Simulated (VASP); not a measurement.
# H3C5 in VASP: notebook

The runs below take H3C5 through single point, with LDA.

Everything below comes from runs of VASP 6.6.1. Logs are shortened: lines on timing, memory, paths and dates and some standing lists are left out, and cuts for length are marked.

## Step 1: The cell of the first run

The cell holds a slab with vacuum, 32 atoms: a = 5.049 Å, b = 5.049 Å, c = 16.836 Å, α = 90.00°, β = 90.00°, γ = 90.00°.

## Step 2: Single point, LDA

Input file INCAR:

```
SYSTEM = H3C5
ALGO = Normal ; EDIFF = 1E-6
ENCUT = 520 ; ISIF = 2
ISMEAR = 0 ; LASPH = .True.
LCHARG = .True. ; LELF = .True.
LREAL = Auto ; LVHAR = .True.
LWAVE = .False. ; NBANDS = 68
NELM = 60 ; PREC = Accurate
SIGMA = 0.05
```

Input file KPOINTS:

```
k-points
0
Gamma
  2 2 1
  0 0 0
```

Input file POSCAR:

```
H3C5
1.0
    5.0487420000      0.0000000000      0.0000000000
    0.0000000000      5.0487420000      0.0000000000
    0.0000000000      0.0000000000     16.8355610000
H C
12 20
Direct
    0.4277868000      0.0000000000      0.0593981000
    0.0722132000      0.0000000000      0.0593981000
    0.9277868000      0.0000000000      0.0593981000
    0.5722132000      0.0000000000      0.0593981000
    0.4277868000      0.5000000000      0.0593981000
    0.0722132000      0.5000000000      0.0593981000
    0.9277868000      0.5000000000      0.0593981000
    0.5722132000      0.5000000000      0.0593981000
    0.2500533393      0.4953065374      0.3633656296
    0.7498880053      0.4950900903      0.3633730976
    0.7496062720      1.0044574675      0.3633287789
    0.2502478208      1.0045617348      0.3633488104
    0.2500000000      0.0000000000      0.0970980000
    0.7500000000      0.0000000000      0.0970980000
    0.2500000000      0.5000000000      0.0970980000
    0.7500000000      0.5000000000      0.0970980000
    0.2500000000      0.2500000000      0.1501108000
    0.7500000000      0.2500000000      0.1501108000
    0.2500000000      0.7500000000      0.1501108000
    0.7500000000      0.7500000000      0.1501108000
    0.0000099342      0.2499557291      0.1982647126
    0.5000117297      0.2499806939      0.1982538404
    0.0000255545      0.7499759099      0.2064193379
    0.4999885577      0.7499781045      0.2064086774
    0.0000455065      0.0171289132      0.2554427896
    0.4999861190      0.0171535966      0.2554203246
    0.0000214075      0.4827274473      0.2554546410
    0.5000190844      0.4827620439      0.2554399620
    0.2500510678      0.0894760950      0.3028654208
    0.7499940601      0.0894267902      0.3028519619
    0.2500348653      0.4104271936      0.3028781549
    0.7499952915      0.4103517806      0.3028660866
```

Potentials or basis: VASP PAW LDA potentials, release 64 (H, C).

Started as:

```console
$ cat potpaw_LDA.64/H/POTCAR potpaw_LDA.64/C/POTCAR > POTCAR
$ mpirun -np 1 vasp_std > vasp.out
```

OUTCAR:

```text
SYSTEM = H3C5
   EDIFF = 1E-6
   ENCUT = 520
   ISIF = 2
   ISMEAR = 0
   LASPH = .True.
   LREAL = Auto
   NELM = 60
   PREC = Accurate

 ion  position               nearest neighbor table
   1  0.428  0.000  0.059-   4 0.73  13 1.10
   2  0.072  0.000  0.059-   3 0.73  13 1.10
   3  0.928  0.000  0.059-   2 0.73  14 1.10
   4  0.572  0.000  0.059-   1 0.73  14 1.10
   5  0.428  0.500  0.059-   8 0.73  15 1.10
   6  0.072  0.500  0.059-   7 0.73  15 1.10
   7  0.928  0.500  0.059-   6 0.73  16 1.10
   8  0.572  0.500  0.059-   5 0.73  16 1.10
   9  0.250  0.495  0.363-  31 1.10
  10  0.750  0.495  0.363-  32 1.10
  11  0.750  0.004  0.363-  30 1.10
  12  0.250  0.005  0.363-  29 1.10
  13  0.250  0.000  0.097-   1 1.10   2 1.10  17 1.55  19 1.55
  14  0.750  0.000  0.097-   3 1.10   4 1.10  18 1.55  20 1.55
  15  0.250  0.500  0.097-   5 1.10   6 1.10  17 1.55  19 1.55
  16  0.750  0.500  0.097-   7 1.10   8 1.10  18 1.55  20 1.55
  17  0.250  0.250  0.150-  22 1.50  21 1.50  13 1.55  15 1.55
  18  0.750  0.250  0.150-  22 1.50  21 1.50  14 1.55  16 1.55
[... 12 lines left out ...]
  31  0.250  0.410  0.303-   9 1.10  27 1.54  28 1.54  29 1.62
  32  0.750  0.410  0.303-  10 1.10  28 1.54  27 1.54  30 1.62

  LATTYP: Found a simple tetragonal cell.
 ALAT       =     5.0487420000
 C/A-ratio  =     3.3346051353

  Lattice vectors:

 A1 = (   5.0487420000,   0.0000000000,   0.0000000000)
 A2 = (   0.0000000000,   5.0487420000,   0.0000000000)
 A3 = (   0.0000000000,   0.0000000000,  16.8355610000)

Analysis of symmetry for initial positions (statically):
=====================================================================
 Subroutine PRICEL returns:
 Original cell was already a primitive cell.

 Routine SETGRP: Setting up the symmetry group for a
 simple tetragonal supercell.

 Subroutine GETGRP returns: Found  1 space group operations
 (whereof  1 operations were pure point group operations)
 out of a pool of 16 trial point group operations.

The static configuration has the point symmetry C_1 .

Analysis of symmetry for dynamics (positions and initial velocities):
=====================================================================
 Subroutine PRICEL returns:
 Original cell was already a primitive cell.

 Routine SETGRP: Setting up the symmetry group for a
 simple tetragonal supercell.

 Subroutine GETGRP returns: Found  1 space group operations
 (whereof  1 operations were pure point group operations)
 out of a pool of 16 trial point group operations.

[... 145 lines left out ...]
   ISIF   =      2    stress and relaxation
   ISYM   =      2    0-nonsym 1-usesym 2-fastsym
   POTIM  = 0.5000    time-step for ionic-motion
   TEBEG  =    0.0;   TEEND  =   0.0 temperature during run
   PSTRESS=    0.0 pullay stress
   NELECT =      92.0000    total number of electrons
   NUPDOWN=      -1.0000    fix difference up-down
   EMIN   =  10.00;   EMAX   =-10.00  energy-range for DOS
   EFERMI =   0.00;   METHOD = LEGACY
   ISMEAR =     0;   SIGMA  =   0.05  broadening in eV -4-tet -1-fermi 0-gaus
   EFERMI_NEDOS =   21; number of points for ismear=-14 and -15
   IALGO  =     38    algorithm
   IMIX   =      4    mixing-type and parameters
     AMIX     =   0.40;   BMIX     =  1.00
     AMIX_MAG =   1.60;   BMIX_MAG =  1.00
  volume/ion in A,a.u.               =      13.41        90.50
  Fermi-wavevector in a.u.,A,eV,Ry     =   0.979805  1.851562 13.061824  0.960017
  Thomas-Fermi vector in A             =   2.110686
   LORBIT       =      0    0 simple, 1 ext, 2 COOP (PROOUT), +10 PAW based schemes
   GGA     = CA    functional components
   LHFCALC =     F    Hartree Fock is set to
   AEXX    =    0.0000 exact exchange contribution
   IVDW    =     0    specifies the selected vdW correction
   LEPSILON=     F    determine dielectric tensor
   LRPA    =     F    only Hartree local field effects (RPA)
 non-spin polarized calculation
 Gauss-broadening in eV      SIGMA  =   0.05
  energy-cutoff  :      520.00
  volume of cell :      429.14
 maximum number of plane-waves:     11574
 NGX is ok and might be reduce to    40
   NGX = 19   NGY = 19   NGZ = 63

 number of electron      92.0000009 magnetization

 Free energy of the ion-electron system (eV)
  ---------------------------------------------------
  ext. energy  EPLUGINS =         0.00000000
  ---------------------------------------------------
  free energy    TOTEN  =      -231.02632826 eV

  energy without entropy =     -231.02632826  energy(sigma->0) =     -231.02632826

 E-fermi :   1.1870     XC(G=0):  -5.3289

 val. band max:        0.9234903737   @ k =   0.0000   0.5000   0.0000
 cond. band min:       2.9417743557   @ k =   0.0000   0.0000   0.0000
 fundamental gap:      2.0182839820
 Fermi energy:         1.1870487921

 k-point     1 :       0.0000    0.0000    0.0000
  band No.  band energies     occupation
      1     -20.2215      2.00000
      2     -17.9278      2.00000
      3     -16.0022      2.00000
      4     -15.6124      2.00000
      5     -15.5445      2.00000
      6     -15.5371      2.00000
[... 233 lines left out ...]
     57       6.5952      0.00000
     58       6.5956      0.00000
 [bands above 58 left out]

------------------------ aborting loop because EDIFF is reached ----------------------------------------

  FORCE on cell =-STRESS in cart. coord.  units (eV):
  Direction    XX          YY          ZZ          XY          YZ          ZX
  --------------------------------------------------------------------------------------
  -------------------------------------------------------------------------------------
  Total       63.6904318    -15.7105410     -5.4416362     -0.0010945      0.0242655      0.0012897
  in kB      237.7884888    -58.6553693    -20.3163711     -0.0040865      0.0905954      0.0048152
  external PRESSURE =      52.9389162 kB  Pullay stress =       0.0000000 kB

 VOLUME and BASIS-vectors are now :
 -----------------------------------------------------------------------------
  energy-cutoff  :      520.00
  volume of cell :      429.14
      direct lattice vectors                 reciprocal lattice vectors
     5.048742000  0.000000000  0.000000000     0.198069143  0.000000000  0.000000000
     0.000000000  5.048742000  0.000000000     0.000000000  0.198069143  0.000000000
     0.000000000  0.000000000 16.835561000     0.000000000  0.000000000  0.059398080

 POSITION                                       TOTAL-FORCE (eV/Angst)
 -----------------------------------------------------------------------------------
      2.15979      0.00000      1.00000        -9.043511     -0.044261      0.083997
      0.36459      0.00000      1.00000         9.043422     -0.044244      0.083991
      4.68416      0.00000      1.00000        -9.043485     -0.044176      0.083935
      2.88896      0.00000      1.00000         9.043397     -0.044217      0.084012
      2.15979      2.52437      1.00000        -9.043608      0.044010      0.084069
      0.36459      2.52437      1.00000         9.043519      0.044188      0.083839
[... 24 lines left out ...]
      1.26236      2.07214      5.09912        -0.000297      0.026627      0.027731
      3.78653      2.07176      5.09892         0.000865      0.030929      0.034897
 -----------------------------------------------------------------------------------
    total drift:                                0.000643     -0.001337     -0.015982

  FREE ENERGIE OF THE ION-ELECTRON SYSTEM (eV)
  ---------------------------------------------------
  free  energy   TOTEN  =      -231.0263282572 eV

  energy  without entropy=     -231.0263282572  energy(sigma->0) =     -231.02632826
```

OSZICAR:

```text
N       E                     dE             d eps       ncg     rms          rms(c)
DAV:   1     0.602702110825E+03    0.60270E+03   -0.41079E+04   544   0.115E+03
DAV:   2    -0.168398086482E+03   -0.77110E+03   -0.73015E+03   740   0.278E+02
DAV:   3    -0.246378520696E+03   -0.77980E+02   -0.77266E+02   696   0.874E+01
[... 15 lines left out ...]
DAV:  19    -0.231026292541E+03   -0.76384E-04   -0.42415E-06   488   0.433E-03    0.882E-04
DAV:  20    -0.231026320679E+03   -0.28139E-04   -0.16697E-06   472   0.231E-03    0.434E-04
DAV:  21    -0.231026325303E+03   -0.46235E-05   -0.19307E-07   496   0.975E-04    0.153E-04
DAV:  22    -0.231026327780E+03   -0.24767E-05   -0.12657E-07   456   0.666E-04    0.989E-05
DAV:  23    -0.231026328257E+03   -0.47761E-06   -0.20496E-08   480   0.392E-04
   1 F= -.23102633E+03 E0= -.23102633E+03  d E =-.604615E-14
```

Wall time 4.2 min (1 thread of Intel Xeon Platinum 8488C (Sapphire Rapids), shared host); peak memory 0.38 GiB.

Results:

- Free energy: -231.0263 eV
- Largest force: 9.044 eV/Å
- Band gap on the k mesh: 2.02 eV

Forces in eV/Å, atoms in the order of the input:
```
H   -9.044 -0.044  0.084
H    9.043 -0.044  0.084
H   -9.043 -0.044  0.084
H    9.043 -0.044  0.084
H   -9.044  0.044  0.084
H    9.044  0.044  0.084
H   -9.043  0.044  0.084
H    9.043  0.044  0.084
H    0.000  0.016  0.039
H    0.002  0.018  0.037
H    0.008 -0.015  0.039
H   -0.003 -0.016  0.039
C    0.000 -0.141  1.349
C    0.001 -0.141  1.349
C   -0.001  0.141  1.349
C    0.001  0.142  1.350
C    0.001 -0.001 -3.361
C    0.003 -0.002 -3.360
C    0.000 -0.004  0.188
C    0.001 -0.002  0.189
C    0.001  0.003 -0.029
C   -0.005  0.001 -0.029
C   -0.002 -0.004  0.026
C    0.003 -0.001  0.026
C   -0.005 -0.038  0.004
C    0.005 -0.036 -0.001
C   -0.001  0.043 -0.002
C   -0.002  0.038  0.000
C    0.000 -0.029  0.031
C   -0.005 -0.030  0.031
C    0.000  0.027  0.028
C    0.001  0.031  0.035
```

Caveat: the k points lie up to 0.62 Å⁻¹ apart.

(Part 1 of 2 ends here.)
